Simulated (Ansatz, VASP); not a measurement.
**One calculation of CdF2, two programs**

Contents of INCAR:

```
SYSTEM = CdF2
ALGO = Normal
EDIFF = 1E-8
ENCUT = 520
GGA = CA
ISIF = 2
ISMEAR = -1
LASPH = .TRUE.
LCHARG = .FALSE.
LEFG = .TRUE.
LREAL = .FALSE.
LWAVE = .FALSE.
NBANDS = 20
NELM = 60
PREC = Accurate
SIGMA = 0.02
```

KPOINTS

```
k-points
0
G
  8 8 8
  0 0 0
```

Contents of POSCAR:

```
CdF2
1.0
    0.0538800000      2.7209400000      2.7209400000
    2.7209400000      0.0538800000      2.7209400000
    2.7209400000      2.7209400000      0.0538800000
Cd F
1 2
Direct
    0.0000000000      0.0000000000      0.0000000000
    0.2500000000      0.2500000000      0.2500000000
    0.7500000000      0.7500000000      0.7500000000
```

Input for Ansatz:

```yaml
crystal:
  lattice:
    - [0.05388, 2.72094, 2.72094]
    - [2.72094, 0.05388, 2.72094]
    - [2.72094, 2.72094, 0.05388]
  atoms:
    - { symbol: Cd, position: [0.0, 0.0, 0.0] }
    - { symbol: F, position: [0.25, 0.25, 0.25] }
    - { symbol: F, position: [0.75, 0.75, 0.75] }
kpoints:
  mp_grid: { grid: [8, 8, 8] }
scf:
  occupations: { method: fermi_dirac, width: 0.02 }
hamiltonian:
  xc: lda
  pseudopotentials: { kind: all_electron, datasets: crystal }
output:
  forces: true
  stress: true
  eigenvalues: true
  efg: { contact_densities: true }
```

Change from the starting cell: equal xy, yz and zx shear strains of +2 %, crystal datasets.

Alike in both runs: task electric field gradients; functional LDA; k mesh 8 × 8 × 8; occupations fermi-dirac, width 0.02 eV; no spin polarisation.

|  | VASP | Ansatz |
| --- | --- | --- |
| version | VASP 6.6.1 | Ansatz 0.2.0 |
| potentials or method | VASP PAW LDA potentials, release 64 (Cd, F), cutoff 520 eV | all-electron PAW with datasets made for the crystal, scalar-relativistic |

```csv
,VASP,Ansatz,Ansatz less VASP
gap on the k mesh at the Fermi level (eV),2.80,2.80,-0.001
pressure (GPa),-4.6,-5.5,-0.95
"traceless stress, the component that is largest in VASP (GPa)",-0.45,-0.37,+0.082
rms of the force components (eV/Å),0.022,0.015,-0.0071
size of Vzz on the site where it differs most (V/Å²),19.2,17.5,-1.69
```

LDA's correlation is that of Perdew and Zunger in VASP and of Perdew and Wang (1992) in Ansatz. Atom by atom the forces differ by 0.007 eV/Å (rms over components). Ansatz ran all-electron here, and VASP with PAW potentials.
